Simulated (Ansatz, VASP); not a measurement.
Ti in VASP and in Ansatz

The input INCAR:

```
PREC     = Accurate       # precision mode
ENCUT    = 520            # plane-wave cutoff, eV
EDIFF    = 1E-7           # SCF threshold, eV
ISMEAR   = -1             # smearing method
SIGMA    = 0.05           # smearing width, eV
LREAL    = F              # projectors in reciprocal space
LASPH    = T              # aspherical terms in the spheres
NELM     = 80             # most SCF steps
ALGO     = Normal         # electronic algorithm
ISIF     = 2              # what is computed and relaxed
LWAVE    = F              # write WAVECAR
LCHARG   = F              # write CHGCAR
GGA      = PE             # functional
NBANDS   = 19             # bands
```

KPOINTS

```
regular mesh
0
Gamma
  11 11 11
```

File POSCAR:

```
Ti
1.0
    0.0000000000      2.8395332550      2.8395332550
    2.8395332550      0.0000000000      2.8395332550
    2.8395332550      2.8395332550      0.0000000000
Ti
2
Direct
    0.0000000000      0.0000000000      0.0000000000
    0.2500000000      0.2500000000      0.2500000000
```

Input for Ansatz:

```yaml
crystal:
  lattice:
    - [0.0, 2.839533255, 2.839533255]
    - [2.839533255, 0.0, 2.839533255]
    - [2.839533255, 2.839533255, 0.0]
  atoms:
    - { symbol: Ti, position: [0.0, 0.0, 0.0] }
    - { symbol: Ti, position: [0.25, 0.25, 0.25] }
kpoints:
  mp_grid: { grid: [11, 11, 11] }
  band_path:
    path:
      - [0.0, 0.0, 0.0]
      - [0.5, 0.0, 0.5]
      - [0.625, 0.25, 0.625]
      - [0.375, 0.375, 0.75]
      - [0.0, 0.0, 0.0]
      - [0.5, 0.5, 0.5]
      - [0.5, 0.25, 0.75]
      - [0.5, 0.0, 0.5]
    npoints: 8
scf:
  occupations: { method: fermi_dirac, width: 0.05 }
hamiltonian:
  xc: pbe
  pseudopotentials: { kind: all_electron, lapw: { basis_error: 0.001 } }
output:
  forces: true
  stress: true
  eigenvalues: true
  fatbands: true
  populations: true
  dos: { projected: true, de: 0.2, e_range: [-14, 8] }
```

Alike in both runs: task single point; functional PBE; k mesh 11 × 11 × 11; occupations fermi-dirac, width 0.05 eV; no spin polarisation.

```csv
,VASP,Ansatz
version,VASP 6.6.1,Ansatz 0.2.0
potentials or method,"VASP PAW PBE potentials, release 64 (Ti_sv), cutoff 520 eV","all-electron LAPW, scalar-relativistic"
```

```tsv
	VASP	Ansatz	Ansatz less VASP
pressure (GPa)	0.0	0.0	-0.05
```

Ansatz ran all-electron here, and VASP with PAW potentials.
